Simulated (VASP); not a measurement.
A run of VASP 6.6.1 is set up as follows.

INCAR

```
ALGO = Normal
EDIFF = 1E-6
ENCUT = 500
GGA = PE
GGA_COMPAT = F
ISIF = 2
ISMEAR = 0
LASPH = T
LCHARG = F
LREAL = F
LWAVE = F
NBANDS = 12
NELM = 120
PREC = Accurate
SIGMA = 0.1
```

KPOINTS

```
k-points
0
Gamma
  4 4 4
```

The input POSCAR:

```
Nb
1.0
   -1.6588161896      1.6588161896      1.6588161896
    1.6588161896     -1.6588161896      1.6588161896
    1.6588161896      1.6588161896     -1.6588161896
Nb
1
Direct
    0.0000000000      0.0000000000      0.0000000000
```

Potentials or basis: VASP PAW PBE potentials, release 64 (Nb_sv).

The run is started by

```bash
$ cat potpaw_PBE.64/Nb_sv/POTCAR > POTCAR
$ mpirun -np 1 vasp_std > vasp.out
```

(1) What does it give for the pressure?

## Answers

(1) 2.1 GPa.

Caveat: the k points lie up to 0.67 Å⁻¹ apart.
